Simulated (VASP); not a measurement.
# Ba (C2/c) in VASP: further runs

Runs on Ba. Level: PBEsol. Tasks: single point.

All numbers are computed with VASP 6.6.1; they aren't measurements. Logs are shortened: lines on timing, memory, paths and dates and some standing lists are left out, and cuts for length are marked.

### Step 1. The cell of the first run

The typed cell holds 2 atoms: a = 5.507 Å, b = 5.507 Å, c = 5.511 Å, α = 97.38°, β = 97.38°, γ = 138.00°.

### Step 2. Single point, PBEsol (volume scaled by 0.96)

INCAR reads:

```
SYSTEM = Ba
ALGO = Normal
EDIFF = 1E-7
ENCUT = 520
GGA = PS
ISIF = 2
ISMEAR = -1
LASPH = .TRUE.
LCHARG = .TRUE.
LELF = .TRUE.
LREAL = .FALSE.
LVHAR = .TRUE.
LWAVE = .FALSE.
NBANDS = 17
NELM = 80
PREC = Accurate
SIGMA = 0.1
```

KPOINTS reads:

```
k-points
0
G
  10 10 7
  0 0 0
```

POSCAR reads:

```
Ba
1.0
   -3.6355162755      3.6348346574      1.9736639717
    3.6348346574     -3.6355162755      1.9736639717
    3.6382128091      3.6382128091     -1.9749123563
Ba
2
Direct
    0.0000574914      0.9999425086      0.0000000000
    0.7499425086      0.2500574914      0.5000000000
```

Potentials or basis: VASP PAW PBE potentials, release 64 (Ba_sv).

Run with:

```
> cat potpaw_PBE.64/Ba_sv/POTCAR > POTCAR
> mpirun -np 1 vasp_std > vasp.out
```

OUTCAR:

```text
SYSTEM = Ba
   EDIFF = 1E-7
   ENCUT = 520
   GGA = PS
   ISIF = 2
   ISMEAR = -1
   LASPH = .TRUE.
   LREAL = .FALSE.
   NELM = 80
   PREC = Accurate

 ion  position               nearest neighbor table
   1  0.000  1.000  0.000-   2 3.77   2 3.77   2 3.77   2 3.77   2 4.69   2 4.69   2 4.69   2 4.69

   2  0.750  0.250  0.500-   1 3.77   1 3.77   1 3.77   1 3.77   1 4.69   1 4.69   1 4.69   1 4.69

  Warning from LATTYP: Got some problem with cell dimensions!
  Tried to take original basis but could not verify dimensions!
  LATTYP: Found a base centered monoclinic cell.
 ALAT       =     3.9473280611
 B/A-ratio  =     2.6047566185
 C/A-ratio  =     1.3957335636
 COS(beta)  =    -0.3577799305

  Lattice vectors:

 A1 = (   3.6355162755,  -3.6348346574,  -1.9736639717)
 A2 = (  -3.6348346574,   3.6355162755,  -1.9736639717)
 A3 = (   3.6375311910,   3.6375311910,   1.9724155871)

Analysis of symmetry for initial positions (statically):
=====================================================================
 Subroutine PRICEL returns:
 Original cell was already a primitive cell.

 Routine SETGRP: Setting up the symmetry group for a
 base centered monoclinic supercell.

 Subroutine GETGRP returns: Found  4 space group operations
 (whereof  2 operations were pure point group operations)
 out of a pool of  4 trial point group operations.

The static configuration has the point symmetry C_2 .
 The point group associated with its full space group is C_2h.

Analysis of symmetry for dynamics (positions and initial velocities):
=====================================================================
 Subroutine PRICEL returns:
 Original cell was already a primitive cell.

 Routine SETGRP: Setting up the symmetry group for a
 base centered monoclinic supercell.

 Subroutine GETGRP returns: Found  4 space group operations
 (whereof  2 operations were pure point group operations)
 out of a pool of  4 trial point group operations.

The dynamic configuration has the point symmetry C_2 .
 The point group associated with its full space group is C_2h.

 Subroutine INISYM returns: Found  4 space group operations
 (whereof  2 operations are pure point group operations),
 and found     1 'primitive' translations

----------------------------------------------------------------------------------------

                                     Primitive cell

  volume of cell :     104.4013

  direct lattice vectors                    reciprocal lattice vectors
    -3.635516276  3.634834657  1.973663972    -0.000007505  0.137537437  0.253359680
     3.634834657 -3.635516276  1.973663972     0.137537437 -0.000007505  0.253359680
     3.638212809  3.638212809 -1.974912356     0.137442997  0.137442997  0.000047467

  length of vectors
     5.506755038  5.506755038  5.511212544     0.288284016  0.288284016  0.194373756

  position of ions in fractional coordinates (direct lattice)
     0.000057491  0.999942509  1.000000000
     0.749942509  0.250057491  0.500000000

  ion indices of the primitive-cell ions
   primitive index   ion index
                 1           1
                 2           2

----------------------------------------------------------------------------------------

 KPOINTS: k-points

Automatic generation of k-mesh.
 Grid dimensions read from file:
 generate k-points for:   10   10    7

 Generating k-lattice:

  Cartesian coordinates                     Fractional coordinates (reciprocal lattice)
    -0.000000750  0.013753744  0.025335968     0.100000000  0.000000000 -0.000000000
     0.013753744 -0.000000750  0.025335968     0.000000000  0.100000000 -0.000000000
     0.019634714  0.019634714  0.000006781    -0.000000000 -0.000000000  0.142857143

  Length of vectors
     0.028828402  0.028828402  0.027767679

  Shift w.r.t. Gamma in fractional coordinates (k-lattice)
     0.000000000  0.000000000  0.000000000

 Subroutine IBZKPT returns following result:
 ===========================================

 Found    196 irreducible k-points:

 Following reciprocal coordinates:
            Coordinates               Weight
  0.000000  0.000000  0.000000      1.000000
  0.100000  0.000000 -0.000000      4.000000
  0.200000  0.000000 -0.000000      4.000000
  0.300000  0.000000 -0.000000      4.000000
  0.400000 -0.000000  0.000000      4.000000
  0.500000  0.000000 -0.000000      2.000000
[... 16 lines left out ...]
  0.300000  0.300000 -0.000000      2.000000
  0.400000  0.300000  0.000000      4.000000
 [... further k-points ...]
   k-points           NKPTS =    196   k-points in BZ     NKDIM =    196   number of bands    NBANDS=     17
   number of dos      NEDOS =    301   number of ions     NIONS =      2
   total plane-waves  NPLWV =  74088
   dimension x,y,z NGX =    42 NGY =   42 NGZ =   42
   dimension x,y,z NGXF=    84 NGYF=   84 NGZF=   84
   ions per type =               2
   NGX,Y,Z   is equivalent  to a cutoff of  12.68, 12.68, 12.67 a.u.
   NGXF,Y,Z  is equivalent  to a cutoff of  25.36, 25.36, 25.34 a.u.
 SYSTEM =  Ba
   PREC   = accura    normal or accurate (medium, high low for compatibility)
   ISTART =      0    job   : 0-new  1-cont  2-samecut
   ICHARG =      2    charge: 1-file 2-atom 10-const
   ISPIN  =      1    spin polarized calculation?
   LNONCOLLINEAR =      F non collinear calculations
   LSORBIT =      F    spin-orbit coupling
   LASPH  =      T    aspherical Exc in radial PAW
   ENCUT  =  520.0 eV  38.22 Ry    6.18 a.u.  10.24 10.24 10.25*2*pi/ulx,y,z
   NELM   =     80;   NELMIN=  2; NELMDL= -5     # of ELM steps
   EDIFF  = 0.1E-06   stopping-criterion for ELM
   LREAL  =      F    real-space projection
   EDIFFG = 0.1E-05   stopping-criterion for IOM
   NSW    =      0    number of steps for IOM
   IBRION =     -1    ionic relax: 0-MD 1-quasi-New 2-CG
   NFREE  =      0    steps in history (QN), initial steepest desc. (CG)
   ISIF   =      2    stress and relaxation
   ISYM   =      2    0-nonsym 1-usesym 2-fastsym
   POTIM  = 0.5000    time-step for ionic-motion
   TEBEG  =    0.0;   TEEND  =   0.0 temperature during run
   PSTRESS=    0.0 pullay stress
   NELECT =      20.0000    total number of electrons
   NUPDOWN=      -1.0000    fix difference up-down
   EMIN   =  10.00;   EMAX   =-10.00  energy-range for DOS
   EFERMI =   0.00;   METHOD = LEGACY
   ISMEAR =    -1;   SIGMA  =   0.10  broadening in eV -4-tet -1-fermi 0-gaus
   EFERMI_NEDOS =   21; number of points for ismear=-14 and -15
   IALGO  =     38    algorithm
   IMIX   =      4    mixing-type and parameters
     AMIX     =   0.40;   BMIX     =  1.00
     AMIX_MAG =   1.60;   BMIX_MAG =  1.00
  volume/ion in A,a.u.               =      52.20       352.27
  Fermi-wavevector in a.u.,A,eV,Ry     =   0.943734  1.783398 12.117804  0.890633
  Thomas-Fermi vector in A             =   2.071470
   LORBIT       =      0    0 simple, 1 ext, 2 COOP (PROOUT), +10 PAW based schemes
   GGA     = PS    functional components
   LHFCALC =     F    Hartree Fock is set to
   AEXX    =    0.0000 exact exchange contribution
   IVDW    =     0    specifies the selected vdW correction
   LEPSILON=     F    determine dielectric tensor
   LRPA    =     F    only Hartree local field effects (RPA)
 non-spin polarized calculation
  energy-cutoff  :      520.00
  volume of cell :      104.40
 maximum number of plane-waves:      2837
 NGX is ok and might be reduce to    42
   NGX = 21   NGY = 21   NGZ = 21

 number of electron      20.0000001 magnetization

 Free energy of the ion-electron system (eV)
  ---------------------------------------------------
  ext. energy  EPLUGINS =         0.00000000
  ---------------------------------------------------
  free energy    TOTEN  =        -3.99192880 eV

  energy without entropy =       -3.92449968  energy(sigma->0) =       -3.95821424

 E-fermi :   2.1322     XC(G=0):  -8.1345

 val. band max:        2.1264700016   @ k =  -0.1000  -0.3000   0.2857
 cond. band min:       2.1437919112   @ k =  -0.3000  -0.4000   0.4286
 fundamental gap:      0.0173219096
 Fermi energy:         2.1321756829

 k-point     1 :       0.0000    0.0000    0.0000
  band No.  band energies     occupation
      1     -26.6510      2.00000
      2     -26.4375      2.00000
      3     -12.1939      2.00000
      4     -12.1925      2.00000
      5     -11.3800      2.00000
      6     -11.3688      2.00000
[... 9 lines left out ...]
     16       5.6065      0.00000
     17       5.6071      0.00000

 k-point     2 :       0.1000    0.0000   -0.0000
  band No.  band energies     occupation
      1     -26.6408      2.00000
      2     -26.4363      2.00000
      3     -12.1864      2.00000
      4     -12.1619      2.00000
      5     -11.4620      2.00000
      6     -11.4481      2.00000
[... 9 lines left out ...]
     16       6.1288      0.00000
     17       6.2181      0.00000

 k-point     3 :       0.2000    0.0000   -0.0000
  band No.  band energies     occupation
      1     -26.6132      2.00000
      2     -26.4338      2.00000
      3     -12.1681      2.00000
      4     -12.0845      2.00000
      5     -11.6705      2.00000
      6     -11.6232      2.00000
[... 9 lines left out ...]
     16       5.3065      0.00000
     17       5.7347      0.00000

 k-point     4 :       0.3000    0.0000   -0.0000
  band No.  band energies     occupation
      1     -26.5768      2.00000
      2     -26.4327      2.00000
      3     -12.1447      2.00000
      4     -12.0458      2.00000
      5     -11.8972      2.00000
      6     -11.7712      2.00000
[... 9 lines left out ...]
     16       5.1545      0.00000
     17       5.3618      0.00000
[... 343 lines left out ...]
      1     -26.6307      2.00000
      2     -26.4579      2.00000
      3     -12.1309      2.00000
      4     -12.1270      2.00000
      5     -11.4898      2.00000
      6     -11.4274      2.00000
[... 9 lines left out ...]
     16       5.9233      0.00000
     17       5.9341      0.00000

 k-point    23 :       0.3000    0.3000   -0.0000
  band No.  band energies     occupation
      1     -26.5195      2.00000
      2     -26.4593      2.00000
      3     -12.2319      2.00000
      4     -12.0608      2.00000
      5     -11.9638      2.00000
      6     -11.8357      2.00000
[... 9 lines left out ...]
     16       5.4038      0.00000
     17       5.8995      0.00000

 k-point    24 :       0.4000    0.3000    0.0000
  band No.  band energies     occupation
      1     -26.5256      2.00000
      2     -26.4838      2.00000
      3     -12.1366      2.00000
      4     -11.9766      2.00000
      5     -11.9127      2.00000
      6     -11.7262      2.00000
[... 9 lines left out ...]
     16       5.1969      0.00000
     17       5.3838      0.00000

 [... further k-points ...]
[... 5 lines left out ...]
  --------------------------------------------------------------------------------------
  -------------------------------------------------------------------------------------
  Total        0.3750053      0.3750053      0.3904153      0.0003759      0.0009208      0.0009208
  in kB        5.7549567      5.7549567      5.9914424      0.0057680      0.0141305      0.0141309
  external PRESSURE =       5.8337853 kB  Pullay stress =       0.0000000 kB

 VOLUME and BASIS-vectors are now :
 -----------------------------------------------------------------------------
  energy-cutoff  :      520.00
  volume of cell :      104.40
      direct lattice vectors                 reciprocal lattice vectors
    -3.635516276  3.634834657  1.973663972    -0.000007505  0.137537437  0.253359680
     3.634834657 -3.635516276  1.973663972     0.137537437 -0.000007505  0.253359680
     3.638212809  3.638212809 -1.974912356     0.137442997  0.137442997  0.000047467

 POSITION                                       TOTAL-FORCE (eV/Angst)
 -----------------------------------------------------------------------------------
      3.63442     -3.63510      1.97366         0.001143     -0.001143      0.000000
      0.00160      3.63594      0.98621        -0.001143      0.001143     -0.000000
 -----------------------------------------------------------------------------------
    total drift:                               -0.000000     -0.000000      0.000000

  FREE ENERGIE OF THE ION-ELECTRON SYSTEM (eV)
  ---------------------------------------------------
  free  energy   TOTEN  =        -3.9919288029 eV

  energy  without entropy=       -3.9244996828  energy(sigma->0) =       -3.95821424
```

Wall time 7 min (1 thread of Oxide Virtual Turin-like, shared host); peak memory 0.42 GiB.

What came out:

```yaml
Free_energy: -3.9919 eV
Pressure: 0.6 GPa
Band_gap_on_the_k_mesh: zero (band 10 reaches 2.33 eV, above the bottom of band 11 at 1.92 eV)
```

Levels at points of the mesh, in eV from the Fermi level:
| k point | band 6 | band 7 | band 8 | band 9 | band 10 | band 11 | band 12 | band 13 | band 14 | band 15 |
| --- | --- | --- | --- | --- | --- | --- | --- | --- | --- | --- |
| (0.00, 0.00, 0.00) | -13.50 | -13.45 | -13.45 | -2.67 | -1.11 | 0.38 | 0.39 | 1.11 | 3.27 | 3.27 |
| (0.50, 0.00, 0.00) | -13.81 | -13.72 | -13.40 | -0.71 | -0.63 | 0.29 | 1.05 | 1.84 | 2.10 | 2.21 |
| (0.50, 0.50, 0.00) | -13.96 | -13.46 | -13.46 | -0.92 | -0.92 | 0.65 | 0.65 | 1.79 | 1.79 | 2.58 |

Caveat: the PAW data sets were made with another functional, which shifts forces and pressure a little; spin-orbit coupling is left out, which moves the levels of the heavy elements.

(Part 1 of 2 ends here.)
